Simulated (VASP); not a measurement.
# V3F (Pm-3m) in VASP: a series of runs

V3F is run at these levels: PBE; tasks: single point, relaxation of cell and atoms.

Program: VASP 6.6.1. These are calculated values, not measurements. Logs are shortened: lines on timing, memory, paths and dates and some standing lists are left out, and cuts for length are marked.

## (1) The cell of the first run

The structure is cubic, space group Pm-3m (No. 221). The conventional cell has a = 3.716 Å, b = 3.716 Å, c = 3.716 Å, α = 90.00°, β = 90.00°, γ = 90.00°. Within 3.5 Å of V (site symmetry 4/mmm) lie 8 V at 2.63 Å and 4 F at 2.63 Å. F (site symmetry m-3m) has 12 V at 2.63 Å within 3.5 Å.

## (2) Single point, PBE

INCAR reads:

```
SYSTEM = V3F
PREC     = Accurate       ! precision mode
ENCUT    = 520            ! plane-wave cutoff, eV
EDIFF    = 1E-7           ! SCF threshold, eV
ISMEAR   = 0              ! smearing method
SIGMA    = 0.1            ! smearing width, eV
LREAL    = .False.        ! projectors in reciprocal space
LASPH    = .True.         ! aspherical terms in the spheres
NELM     = 60             ! most SCF steps
ALGO     = Normal         ! electronic algorithm
ISIF     = 2              ! what is computed and relaxed
LWAVE    = .False.        ! write WAVECAR
LCHARG   = .True.         ! write CHGCAR
GGA      = PE             ! functional
LELF     = .True.         ! ELF
LVHAR    = .True.       
NBANDS   = 31             ! bands
```

KPOINTS reads:

```
regular mesh
0
Gamma
  6 6 6
  0 0 0
```

POSCAR reads:

```
V3F
1.0
    3.7158414505      0.0000000000      0.0000000000
    0.0000000000      3.7158414505      0.0000000000
    0.0000000000      0.0000000000      3.7158414505
V F
3 1
Direct
    0.0000000000      0.5000000000      0.5000000000
    0.5000000000      0.0000000000      0.5000000000
    0.5000000000      0.5000000000      0.0000000000
    0.0000000000      0.0000000000      0.0000000000
```

Potentials or basis: VASP PAW PBE potentials, release 64 (V_sv, F).

Run with:

```console
$ cat potpaw_PBE.64/V_sv/POTCAR potpaw_PBE.64/F/POTCAR > POTCAR
$ mpirun -np 1 vasp_std > vasp.out
```

OUTCAR:

```text
SYSTEM = V3F
   PREC = Accurate
   ENCUT = 520
   EDIFF = 1E-7
   ISMEAR = 0
   LREAL = .False.
   LASPH = .True.
   NELM = 60
   ISIF = 2
   GGA = PE

 ion  position               nearest neighbor table
   1  0.000  0.500  0.500-   2 2.63   3 2.63   3 2.63   2 2.63   2 2.63   3 2.63   3 2.63   2 2.63

   2  0.500  0.000  0.500-   1 2.63   3 2.63   3 2.63   1 2.63   3 2.63   3 2.63   1 2.63   1 2.63

   3  0.500  0.500  0.000-   1 2.63   2 2.63   1 2.63   2 2.63   2 2.63   2 2.63   1 2.63   1 2.63

   4  0.000  0.000  0.000-

  LATTYP: Found a simple cubic cell.
 ALAT       =     3.7158414505

  Lattice vectors:

 A1 = (   3.7158414505,   0.0000000000,   0.0000000000)
 A2 = (   0.0000000000,   3.7158414505,   0.0000000000)
 A3 = (   0.0000000000,   0.0000000000,   3.7158414505)

Analysis of symmetry for initial positions (statically):
=====================================================================
 Subroutine PRICEL returns:
 Original cell was already a primitive cell.

 Routine SETGRP: Setting up the symmetry group for a
 simple cubic supercell.

 Subroutine GETGRP returns: Found 48 space group operations
 (whereof 48 operations were pure point group operations)
 out of a pool of 48 trial point group operations.

The static configuration has the point symmetry O_h .

Analysis of symmetry for dynamics (positions and initial velocities):
=====================================================================
 Subroutine PRICEL returns:
 Original cell was already a primitive cell.

 Routine SETGRP: Setting up the symmetry group for a
 simple cubic supercell.

 Subroutine GETGRP returns: Found 48 space group operations
 (whereof 48 operations were pure point group operations)
 out of a pool of 48 trial point group operations.

The dynamic configuration has the point symmetry O_h .

 Subroutine INISYM returns: Found 48 space group operations
 (whereof 48 operations are pure point group operations),
 and found     1 'primitive' translations

----------------------------------------------------------------------------------------

                                     Primitive cell

  volume of cell :      51.3064

  direct lattice vectors                    reciprocal lattice vectors
     3.715841451  0.000000000  0.000000000     0.269118049  0.000000000  0.000000000
     0.000000000  3.715841451  0.000000000     0.000000000  0.269118049  0.000000000
     0.000000000  0.000000000  3.715841451     0.000000000  0.000000000  0.269118049

  length of vectors
     3.715841451  3.715841451  3.715841451     0.269118049  0.269118049  0.269118049

  position of ions in fractional coordinates (direct lattice)
     0.000000000  0.500000000  0.500000000
     0.500000000  0.000000000  0.500000000
     0.500000000  0.500000000  0.000000000
     0.000000000  0.000000000  0.000000000

  ion indices of the primitive-cell ions
   primitive index   ion index
                 1           1
                 2           2
                 3           3
                 4           4

----------------------------------------------------------------------------------------

 KPOINTS: regular mesh

Automatic generation of k-mesh.
 Grid dimensions read from file:
 generate k-points for:    6    6    6

 Generating k-lattice:

  Cartesian coordinates                     Fractional coordinates (reciprocal lattice)
     0.044853008  0.000000000  0.000000000     0.166666667  0.000000000  0.000000000
     0.000000000  0.044853008  0.000000000     0.000000000  0.166666667  0.000000000
     0.000000000  0.000000000  0.044853008     0.000000000  0.000000000  0.166666667

  Length of vectors
     0.044853008  0.044853008  0.044853008

  Shift w.r.t. Gamma in fractional coordinates (k-lattice)
     0.000000000  0.000000000  0.000000000

 Subroutine IBZKPT returns following result:
 ===========================================

 Found     20 irreducible k-points:

 Following reciprocal coordinates:
            Coordinates               Weight
  0.000000  0.000000  0.000000      1.000000
  0.166667  0.000000  0.000000      6.000000
  0.333333  0.000000  0.000000      6.000000
  0.500000  0.000000  0.000000      3.000000
  0.166667  0.166667  0.000000     12.000000
  0.333333  0.166667  0.000000     24.000000
[... 12 lines left out ...]
  0.500000  0.500000  0.333333      6.000000
  0.500000  0.500000  0.500000      1.000000
   k-points           NKPTS =     20   k-points in BZ     NKDIM =     20   number of bands    NBANDS=     31
   number of dos      NEDOS =    301   number of ions     NIONS =      4
   total plane-waves  NPLWV =  21952
   dimension x,y,z NGX =    28 NGY =   28 NGZ =   28
   dimension x,y,z NGXF=    56 NGYF=   56 NGZF=   56
   ions per type =               3   1
   NGX,Y,Z   is equivalent  to a cutoff of  12.53, 12.53, 12.53 a.u.
   NGXF,Y,Z  is equivalent  to a cutoff of  25.05, 25.05, 25.05 a.u.
 SYSTEM =  V3F
   PREC   = accura    normal or accurate (medium, high low for compatibility)
   ISTART =      0    job   : 0-new  1-cont  2-samecut
   ICHARG =      2    charge: 1-file 2-atom 10-const
   ISPIN  =      1    spin polarized calculation?
   LNONCOLLINEAR =      F non collinear calculations
   LSORBIT =      F    spin-orbit coupling
   LASPH  =      T    aspherical Exc in radial PAW
   ENCUT  =  520.0 eV  38.22 Ry    6.18 a.u.   6.91  6.91  6.91*2*pi/ulx,y,z
   NELM   =     60;   NELMIN=  2; NELMDL= -5     # of ELM steps
   EDIFF  = 0.1E-06   stopping-criterion for ELM
   LREAL  =      F    real-space projection
   EDIFFG = 0.1E-05   stopping-criterion for IOM
   NSW    =      0    number of steps for IOM
   IBRION =     -1    ionic relax: 0-MD 1-quasi-New 2-CG
   NFREE  =      0    steps in history (QN), initial steepest desc. (CG)
   ISIF   =      2    stress and relaxation
   ISYM   =      2    0-nonsym 1-usesym 2-fastsym
   POTIM  = 0.5000    time-step for ionic-motion
   TEBEG  =    0.0;   TEEND  =   0.0 temperature during run
   PSTRESS=    0.0 pullay stress
   NELECT =      46.0000    total number of electrons
   NUPDOWN=      -1.0000    fix difference up-down
   EMIN   =  10.00;   EMAX   =-10.00  energy-range for DOS
   EFERMI =   0.00;   METHOD = LEGACY
   ISMEAR =     0;   SIGMA  =   0.10  broadening in eV -4-tet -1-fermi 0-gaus
   EFERMI_NEDOS =   21; number of points for ismear=-14 and -15
   IALGO  =     38    algorithm
   IMIX   =      4    mixing-type and parameters
     AMIX     =   0.40;   BMIX     =  1.00
     AMIX_MAG =   1.60;   BMIX_MAG =  1.00
  volume/ion in A,a.u.               =      12.83        86.56
  Fermi-wavevector in a.u.,A,eV,Ry     =   1.578593  2.983109 33.905132  2.491957
  Thomas-Fermi vector in A             =   2.679101
   LORBIT       =      0    0 simple, 1 ext, 2 COOP (PROOUT), +10 PAW based schemes
   GGA     = PE    functional components
   LHFCALC =     F    Hartree Fock is set to
   AEXX    =    0.0000 exact exchange contribution
   IVDW    =     0    specifies the selected vdW correction
   LEPSILON=     F    determine dielectric tensor
   LRPA    =     F    only Hartree local field effects (RPA)
 non-spin polarized calculation
 Gauss-broadening in eV      SIGMA  =   0.10
  energy-cutoff  :      520.00
  volume of cell :       51.31
 maximum number of plane-waves:      1409
 NGX is ok and might be reduce to    28
   NGX = 13   NGY = 13   NGZ = 13

 number of electron      46.0000003 magnetization

 Free energy of the ion-electron system (eV)
  ---------------------------------------------------
  ext. energy  EPLUGINS =         0.00000000
  ---------------------------------------------------
  free energy    TOTEN  =       -27.87660967 eV

  energy without entropy =      -27.85671024  energy(sigma->0) =      -27.86665996

 E-fermi :   8.6888     XC(G=0): -12.2804

 val. band max:        8.6794367779   @ k =   0.5000   0.1667   0.0000
 cond. band min:       8.7277709340   @ k =   0.5000   0.5000   0.0000
 fundamental gap:      0.0483341561
 Fermi energy:         8.6887647241

 k-point     1 :       0.0000    0.0000    0.0000
  band No.  band energies     occupation
      1     -55.3183      2.00000
      2     -55.0963      2.00000
      3     -55.0963      2.00000
      4     -29.4183      2.00000
      5     -29.4183      2.00000
      6     -29.4183      2.00000
[... 23 lines left out ...]
     30      12.3416      0.00000
     31      12.3416      0.00000

 k-point     2 :       0.1667    0.0000    0.0000
  band No.  band energies     occupation
      1     -55.3052      2.00000
      2     -55.1094      2.00000
      3     -55.0961      2.00000
      4     -29.3919      2.00000
      5     -29.3919      2.00000
      6     -29.3787      2.00000
[... 23 lines left out ...]
     30      11.4853      0.00000
     31      11.6753      0.00000

 k-point     3 :       0.3333    0.0000    0.0000
  band No.  band energies     occupation
      1     -55.2713      2.00000
      2     -55.1432      2.00000
      3     -55.0957      2.00000
      4     -29.3278      2.00000
      5     -29.3278      2.00000
      6     -29.2688      2.00000
[... 23 lines left out ...]
     30      10.9500      0.00000
     31      11.3843      0.00000

 k-point     4 :       0.5000    0.0000    0.0000
  band No.  band energies     occupation
      1     -55.2442      2.00000
      2     -55.1703      2.00000
      3     -55.0955      2.00000
      4     -29.2847      2.00000
      5     -29.2847      2.00000
      6     -29.1533      2.00000
[... 23 lines left out ...]
     30      10.5684      0.00000
     31      10.5684      0.00000

 k-point     5 :       0.1667    0.1667    0.0000
  band No.  band energies     occupation
      1     -55.2927      2.00000
      2     -55.1146      2.00000
      3     -55.1030      2.00000
      4     -29.4088      2.00000
      5     -29.3650      2.00000
      6     -29.3071      2.00000
[... 23 lines left out ...]
     30      11.1777      0.00000
     31      11.5418      0.00000
[... 406 lines left out ...]
     30      10.7345      0.00000
     31      10.7345      0.00000

 k-point    18 :       0.5000    0.3333    0.3333
  band No.  band energies     occupation
      1     -55.1874      2.00000
      2     -55.1687      2.00000
      3     -55.1502      2.00000
      4     -29.5413      2.00000
      5     -29.3517      2.00000
      6     -29.3337      2.00000
[... 23 lines left out ...]
     30      10.8697      0.00000
     31      10.9223      0.00000

 k-point    19 :       0.5000    0.5000    0.3333
  band No.  band energies     occupation
      1     -55.1686      2.00000
      2     -55.1685      2.00000
      3     -55.1685      2.00000
      4     -29.5825      2.00000
      5     -29.3841      2.00000
      6     -29.3412      2.00000
[... 23 lines left out ...]
     30      11.1812      0.00000
     31      11.1812      0.00000

 k-point    20 :       0.5000    0.5000    0.5000
  band No.  band energies     occupation
      1     -55.1682      2.00000
      2     -55.1682      2.00000
      3     -55.1682      2.00000
      4     -29.6357      2.00000
      5     -29.3826      2.00000
      6     -29.3826      2.00000
[... 23 lines left out ...]
     30      11.9768      0.00000
     31      11.9768      0.00000

------------------------ aborting loop because EDIFF is reached ----------------------------------------

  FORCE on cell =-STRESS in cart. coord.  units (eV):
  Direction    XX          YY          ZZ          XY          YZ          ZX
  --------------------------------------------------------------------------------------
  -------------------------------------------------------------------------------------
  Total        0.1364524      0.1364524      0.1364524      0.0000000      0.0000000      0.0000000
  in kB        4.2610862      4.2610862      4.2610862      0.0000000      0.0000000      0.0000000
  external PRESSURE =       4.2610862 kB  Pullay stress =       0.0000000 kB

 VOLUME and BASIS-vectors are now :
 -----------------------------------------------------------------------------
  energy-cutoff  :      520.00
  volume of cell :       51.31
      direct lattice vectors                 reciprocal lattice vectors
     3.715841451  0.000000000  0.000000000     0.269118049  0.000000000  0.000000000
     0.000000000  3.715841451  0.000000000     0.000000000  0.269118049  0.000000000
     0.000000000  0.000000000  3.715841451     0.000000000  0.000000000  0.269118049

 POSITION                                       TOTAL-FORCE (eV/Angst)
 -----------------------------------------------------------------------------------
      0.00000      1.85792      1.85792         0.000000      0.000000      0.000000
      1.85792      0.00000      1.85792         0.000000      0.000000      0.000000
      1.85792      1.85792      0.00000         0.000000      0.000000      0.000000
      0.00000      0.00000      0.00000         0.000000      0.000000      0.000000
 -----------------------------------------------------------------------------------
    total drift:                                0.000000      0.000000      0.000000

  FREE ENERGIE OF THE ION-ELECTRON SYSTEM (eV)
  ---------------------------------------------------
  free  energy   TOTEN  =       -27.8766096736 eV

  energy  without entropy=      -27.8567102444  energy(sigma->0) =      -27.86665996
```

Run time: 31 s. Hardware: 1 thread of Oxide Virtual Turin-like, shared host; peak memory 0.13 GiB.

Results:

```
Free energy            : -27.8766 eV
Pressure               : 0.4 GPa
Band gap on the k mesh : zero (bands 23 and 24 overlap by 0.22 eV)
```

Caveat: the run has no spin polarisation, though such a crystal can be magnetic. With open d or f shells a metallic result of PBE can be an artefact of self-interaction; +U or a hybrid may open a gap.

## (3) Single point, PBE

INCAR reads:

```
ALGO = Fast ; EDIFF = 1E-7
ENCUT = 520 ; GGA = PE
ISIF = 2 ; ISMEAR = 0
LASPH = T ; LCHARG = T
LELF = T ; LREAL = F
LVHAR = T ; LWAVE = F
NBANDS = 31 ; NELM = 80
PREC = Accurate ; SIGMA = 0.1
```

KPOINTS reads:

```
k-points
0
Gamma
  12 12 12
```

POSCAR reads:

```
V3F
1.0
    3.7170812802      0.0000000000      0.0000000000
    0.0000000000      3.7170812802      0.0000000000
    0.0000000000      0.0000000000      3.7170812802
V F
3 1
Direct
    0.0000000000      0.5000000000      0.5000000000
    0.5000000000      0.0000000000      0.5000000000
    0.5000000000      0.5000000000      0.0000000000
    0.0000000000      0.0000000000      0.0000000000
```

Potentials or basis: VASP PAW PBE potentials, release 64 (V_sv, F).

Run with:

```console
$ cat potpaw_PBE.64/V_sv/POTCAR potpaw_PBE.64/F/POTCAR > POTCAR
$ mpirun -np 1 vasp_std > vasp.out
```

It took 3.6 min on 1 thread of Oxide Virtual Turin-like, shared host; peak memory 0.19 GiB.

It converged, with:

* Free energy: -27.8923 eV
* Pressure: 0.0 GPa
* Band gap on the k mesh: zero (bands 23 and 24 overlap by 0.22 eV)

Levels at points of the mesh, in eV from the Fermi level:
```
           k point  band 20  band 21  band 22  band 23  band 24  band 25  band 26  band 27
(0.00, 0.00, 0.00)    -2.15    -2.02    -2.02    -2.02     1.44     1.44     1.44     2.58
(0.50, 0.00, 0.00)    -1.02    -0.66    -0.07    -0.07    -0.06    -0.06     0.80     1.13
(0.50, 0.50, 0.00)    -1.08     0.02     0.13     0.13     0.29     0.29     0.68     1.05
(0.50, 0.50, 0.50)    -1.46    -0.07    -0.07    -0.07     1.05     1.34     1.34     1.34
```

Caveat: the run has no spin polarisation, though such a crystal can be magnetic. With open d or f shells a metallic result of PBE can be an artefact of self-interaction; +U or a hybrid may open a gap.

## (4) Relaxation of cell and atoms, PBE

This run uses another cell than the first one, of 12.05 Å³/atom.

INCAR reads:

```
PREC = Accurate
ENCUT = 600
EDIFF = 1E-6
ISMEAR = 0
SIGMA = 0.1
LREAL = F
LASPH = T
NELM = 80
ALGO = Fast
ISIF = 3
LWAVE = F
LCHARG = F
GGA = PE
IBRION = 2
NSW = 90
EDIFFG = -0.04
```

KPOINTS reads:

```
Automatic mesh
0
Gamma
  6 6 6
```

POSCAR reads:

```
V3F
1.0
    3.6391075506      0.0000000000      0.0000000000
    0.0000000000      3.6391075506      0.0000000000
    0.0000000000      0.0000000000      3.6391075506
V F
3 1
Direct
    0.0000000000      0.5000000000      0.5000000000
    0.5000000000      0.0000000000      0.5000000000
    0.5000000000      0.5000000000      0.0000000000
    0.0000000000      0.0000000000      0.0000000000
```

Run with:

```console
$ cat potpaw_PBE.64/V_sv/POTCAR potpaw_PBE.64/F/POTCAR > POTCAR
$ mpirun -np 1 vasp_std > vasp.out
```

Run time: 1.8 min. Hardware: 1 thread of Oxide Virtual Turin-like, shared host; peak memory 0.15 GiB.

It converged, with:

| Property | Result |
| --- | --- |
| Free energy | -27.8738 eV |
| Relaxed volume | 12.87 Å³/atom |
| Relaxed cell | a = 3.720 Å, b = 3.720 Å, c = 3.720 Å, α = 90.00°, β = 90.00°, γ = 90.00° |
| Space group after relaxing (to 0.1 Å) | Pm-3m (No. 221) |
| Energy gained by relaxing | 24.8 meV/atom |
| Ionic steps | 3 |
| Pressure after relaxing | 0.0 GPa |
| Band gap on the k mesh | zero (bands 23 and 24 overlap by 0.22 eV) |

Step by step:
| step | energy change (eV) | largest force (eV/Å) | pressure (GPa) | volume (Å³) |
| --- | --- | --- | --- | --- |
| 1 | 0.0000 | 0.0000 | 10.19 | 48.19 |
| 2 | -0.0600 | 0.0000 | -5.36 | 53.74 |
| 3 | -0.0992 | 0.0000 | -0.02 | 51.49 |

Final structure:
```
CELL_PARAMETERS angstrom
3.72024 0.00000 0.00000
0.00000 3.72024 0.00000
0.00000 0.00000 3.72024
ATOMIC_POSITIONS crystal
V 0.00000 0.50000 0.50000
V 0.50000 0.00000 0.50000
V 0.50000 0.50000 0.00000
F 0.00000 0.00000 0.00000
```

Levels at points of the mesh, in eV from the Fermi level:
| k point | band 21 | band 22 | band 23 | band 24 | band 25 | band 26 |
| --- | --- | --- | --- | --- | --- | --- |
| (0.00, 0.00, 0.00) | -1.99 | -1.99 | -1.99 | 1.45 | 1.45 | 1.45 |
| (0.50, 0.00, 0.00) | -0.63 | -0.05 | -0.05 | -0.04 | -0.04 | 0.82 |
| (0.50, 0.50, 0.00) | 0.04 | 0.14 | 0.14 | 0.31 | 0.31 | 0.70 |
| (0.50, 0.50, 0.50) | -0.05 | -0.05 | -0.05 | 1.06 | 1.36 | 1.36 |

Caveat: the run has no spin polarisation, though such a crystal can be magnetic. With open d or f shells a metallic result of PBE can be an artefact of self-interaction; +U or a hybrid may open a gap.

[end of part 1 of 2]

The gap in the log of VASP goes by the Fermi energy; the results here count the filled bands.